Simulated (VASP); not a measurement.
# C in VASP: a series of runs, part 2 of 2

VASP 6.6.1. Earlier steps stand in the parts before.

## Step 3: Single point, PBE+D3(BJ)

This run uses another cell than the first one.

INCAR reads:

```
SYSTEM = C
PREC     = Accurate       ! precision mode
ENCUT    = 520            ! plane-wave cutoff, eV
EDIFF    = 1E-7           ! SCF threshold, eV
ISMEAR   = 0              ! smearing method
SIGMA    = 0.05           ! smearing width, eV
LREAL    = .FALSE.        ! projectors in reciprocal space
LASPH    = .TRUE.         ! aspherical terms in the spheres
NELM     = 60             ! most SCF steps
ALGO     = Normal         ! electronic algorithm
ISIF     = 2              ! what is computed and relaxed
LWAVE    = .FALSE.        ! write WAVECAR
LCHARG   = .FALSE.        ! write CHGCAR
LDIPOL   = .TRUE.       
IDIPOL   = 3            
DIPOL    = 0.5 0.5 0.500
GGA      = PE             ! functional
IVDW     = 12             ! dispersion correction
NBANDS   = 11             ! bands
```

KPOINTS reads:

```
regular mesh
0
G
  15 15 1
  0 0 0
```

POSCAR reads:

```
C
1.0
    2.4658120062      0.0000000000      0.0000000000
   -1.2329060031      2.1352782855      0.0000000000
    0.0000000000      0.0000000000     18.0000000000
C
2
Direct
    0.0833461036      0.1666922071      0.5000000000
    0.4166538964      0.8333077929      0.5000000000
```

Potentials or basis: VASP PAW PBE potentials, release 64 (C).

Command:

```
$ cat potpaw_PBE.64/C/POTCAR > POTCAR
$ mpirun -np 1 vasp_std > vasp.out
```

OUTCAR:

```text
SYSTEM = C
   PREC = Accurate
   ENCUT = 520
   EDIFF = 1E-7
   ISMEAR = 0
   LREAL = .FALSE.
   LASPH = .TRUE.
   NELM = 60
   ISIF = 2
   GGA = PE
   IVDW = 12
 IVDW          = 12

 ion  position               nearest neighbor table
   1  0.083  0.167  0.500-   2 1.42   2 1.42   2 1.42
   2  0.417  0.833  0.500-   1 1.42   1 1.42   1 1.42

  Warning from LATTYP: Monoclinic adjustment (A1->A3, A2->A1, A3->A2)!
  LATTYP: Found a base centered orthorhombic cell.
 ALAT       =     2.4658120062
 B/A-ratio  =     1.7319067959
 C/A-ratio  =     7.2998265702

  Lattice vectors:

 A1 = (   1.2329060031,  -2.1352782855,   0.0000000000)
 A2 = (   1.2329060031,   2.1352782855,   0.0000000000)
 A3 = (   0.0000000000,   0.0000000000,  18.0000000000)

Analysis of symmetry for initial positions (statically):
=====================================================================
 Subroutine PRICEL returns:
 Original cell was already a primitive cell.

 Routine SETGRP: Setting up the symmetry group for a
 base centered orthorhombic supercell.

 Subroutine GETGRP returns: Found  8 space group operations
 (whereof  4 operations were pure point group operations)
 out of a pool of  8 trial point group operations.

The static configuration has the point symmetry C_2v.
 The point group associated with its full space group is D_2h.

Analysis of symmetry for dynamics (positions and initial velocities):
=====================================================================
 Subroutine PRICEL returns:
 Original cell was already a primitive cell.

 Routine SETGRP: Setting up the symmetry group for a
 base centered orthorhombic supercell.

 Subroutine GETGRP returns: Found  8 space group operations
 (whereof  4 operations were pure point group operations)
 out of a pool of  8 trial point group operations.

The dynamic configuration has the point symmetry C_2v.
 The point group associated with its full space group is D_2h.

 Subroutine INISYM returns: Found  8 space group operations
 (whereof  4 operations are pure point group operations),
[... 130 lines left out ...]
  volume of cell :       94.77
 maximum number of plane-waves:      2590
   NGX =  9   NGY =  9   NGZ = 67

 dipolmoment           0.000000      0.000000     -0.000000 electrons x Angstroem

 number of electron       7.9999997 magnetization

 dipolmoment           0.000000      0.000000      0.000000 electrons x Angstroem

 Free energy of the ion-electron system (eV)
  ---------------------------------------------------
  ext. energy  EPLUGINS =         0.00000000
  ---------------------------------------------------
  free energy    TOTEN  =       -18.44846013 eV

  energy without entropy =      -18.44795895  energy(sigma->0) =      -18.44820954

 E-fermi :  -2.5747     XC(G=0):  -2.3967

 val. band max:       -2.5758991535   @ k =   0.3333   0.3333   0.0000
 cond. band min:      -2.5734015493   @ k =   0.3333   0.3333   0.0000
 fundamental gap:      0.0024976042
 Fermi energy:        -2.5746503514

 k-point     1 :       0.0000    0.0000    0.0000
  band No.  band energies     occupation
      1     -22.0999      2.00000
      2     -10.1941      2.00000
      3      -5.6221      2.00000
      4      -5.6193      2.00000
      5       0.6840      0.00000
      6       1.5058      0.00000
      7       1.9184      0.00000
      8       3.1162      0.00000
      9       3.6611      0.00000
     10       5.7300      0.00000
     11       5.7360      0.00000
[... 309 lines left out ...]
 k-point    24 :       0.0667    0.1333    0.0000
  band No.  band energies     occupation
      1     -21.3671      2.00000
      2      -9.3234      2.00000
      3      -8.0176      2.00000
      4      -7.0110      2.00000
      5       1.6822      0.00000
      6       2.5139      0.00000
      7       2.9402      0.00000
      8       4.1246      0.00000
      9       4.6657      0.00000
     10       6.0894      0.00000
     11       6.5746      0.00000

 [... further k-points ...]

------------------------ aborting loop because EDIFF is reached ----------------------------------------

 vacuum level on the upper side and lower side of the slab       (xc-potential included)        -0.102        -0.102

 Edisp (eV)   -0.17728

 E8    (eV) :    -0.0555

  FORCE on cell =-STRESS in cart. coord.  units (eV):
  Direction    XX          YY          ZZ          XY          YZ          ZX
  --------------------------------------------------------------------------------------
  -------------------------------------------------------------------------------------
  Total       0.07843     0.08336    -0.01153     0.00000     0.00000     0.00000
  in kB       1.32592     1.40915    -0.19499     0.00000     0.00000     0.00000
  external pressure =        0.85 kB  Pullay stress =        0.00 kB

 VOLUME and BASIS-vectors are now :
 -----------------------------------------------------------------------------
  energy-cutoff  :      520.00
  volume of cell :       94.77
      direct lattice vectors                 reciprocal lattice vectors
     2.465812006  0.000000000  0.000000000     0.405545921  0.234161516  0.000000000
    -1.232906003  2.135278286  0.000000000     0.000000000  0.468323032  0.000000000
     0.000000000  0.000000000 18.000000000     0.000000000  0.000000000  0.055555556

 POSITION                                       TOTAL-FORCE (eV/Angst)
 -----------------------------------------------------------------------------------
      0.00000      0.35593      9.00000        -0.000000     -0.003741      0.000000
     -0.00000      1.77934      9.00000         0.000000      0.003741      0.000000
 -----------------------------------------------------------------------------------
    total drift:                                0.000000     -0.000000     -0.000000

  FREE ENERGIE OF THE ION-ELECTRON SYSTEM (eV)
  ---------------------------------------------------
  free  energy   TOTEN  =       -18.6257439226 eV

  energy  without entropy=      -18.6252427335  energy(sigma->0) =      -18.62549333

 vacuum level on the upper side and lower side of the slab         1.616         1.616
```

Wall time 2 min (1 thread of Intel Xeon 8259CL, shared host); peak memory 0.23 GiB.

What came out:

```yaml
Free_energy: -18.6257 eV
Largest_force: 0.004 eV/Å
Dispersion_energy_per_atom: -0.089 eV
```

Forces on the atoms (eV/Å):
```
C    0.000 -0.004  0.000
C    0.000  0.004  0.000
```

Levels at points of the mesh, in eV from the Fermi level:
| k point | band 1 | band 2 | band 3 | band 4 | band 5 | band 6 | band 7 | band 8 |
| --- | --- | --- | --- | --- | --- | --- | --- | --- |
| (0.00, 0.00, 0.00) | -19.53 | -7.62 | -3.05 | -3.04 | 3.26 | 4.08 | 4.49 | 5.69 |
